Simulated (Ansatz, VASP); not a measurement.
# CuI: VASP beside Ansatz

```
Cu I
1.0
     0.00000    2.98131    2.98131
     2.98131    0.00000    2.98131
     2.98131    2.98131    0.00000
Cu I
1 1
Cartesian
  1.4907 1.4907 1.4907
  0.0000 0.0000 0.0000
```

Alike in both runs: task single point; functional r2SCAN; k mesh 8 × 8 × 8; occupations gaussian, width 0.02 eV; no spin polarisation.

|  | VASP | Ansatz |
| --- | --- | --- |
| version | VASP 6.6.1 | Ansatz 0.2.0 |
| potentials or method | VASP PAW PBE potentials, release 64 (Cu, I), cutoff 520 eV | scalar-relativistic, plane waves, PAW |
| valence electrons in the cell | 18 | 36 |

|  | VASP | Ansatz | Ansatz less VASP |
| --- | --- | --- | --- |
| gap on the k mesh at the Fermi level (eV) | 1.77 | 1.76 | -0.006 |
| least direct gap on the mesh (eV) | 1.77 | 1.76 | -0.006 |
| pressure (GPa) | 1.4 | 1.4 | +0.04 |

VASP's potentials were made for PBE, not for r2SCAN. VASP's potentials hold 18 valence electrons a cell and Ansatz's 36, so a difference there can come from the potentials and not from the codes.

Neither program's run includes spin-orbit coupling.
